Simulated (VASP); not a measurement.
Input of a VASP 6.6.1 run:

INCAR

```
SYSTEM = Ge3S
PREC = Accurate
ENCUT = 520
EDIFF = 1E-7
ISMEAR = 0
SIGMA = 0.1
LREAL = .False.
LASPH = .True.
NELM = 60
ALGO = Normal
ISIF = 2
LWAVE = .False.
LCHARG = .False.
GGA = PE
NBANDS = 32
```

Contents of KPOINTS:

```
regular mesh
0
Gamma
  4 4 4
  0 0 0
```

File POSCAR:

```
Ge3S
1.0
    0.0000000000      3.3289876200      3.3289876200
    3.3289876200      0.0000000000      3.3289876200
    3.3289876200      3.3289876200      0.0000000000
Ge S
3 1
Direct
    0.7500000000      0.7500000000      0.7500000000
    0.2500000000      0.2500000000      0.2500000000
    0.5000000000      0.5000000000      0.5000000000
    0.0000000000      0.0000000000      0.0000000000
```

Potentials or basis: VASP PAW PBE potentials, release 64 (Ge_d, S).

Command:

```bash
$ cat potpaw_PBE.64/Ge_d/POTCAR potpaw_PBE.64/S/POTCAR > POTCAR
$ mpirun -np 1 vasp_std > vasp.out
```

Q: Estimate the band gap on the k mesh.

A: Zero (bands 24 and 25 overlap by 2.76 eV).

Q: What does it give for the pressure?

A: -1.2 GPa.

Caveat: the k points lie up to 0.41 Å⁻¹ apart, too coarse for converged energies and pressures of a metal.
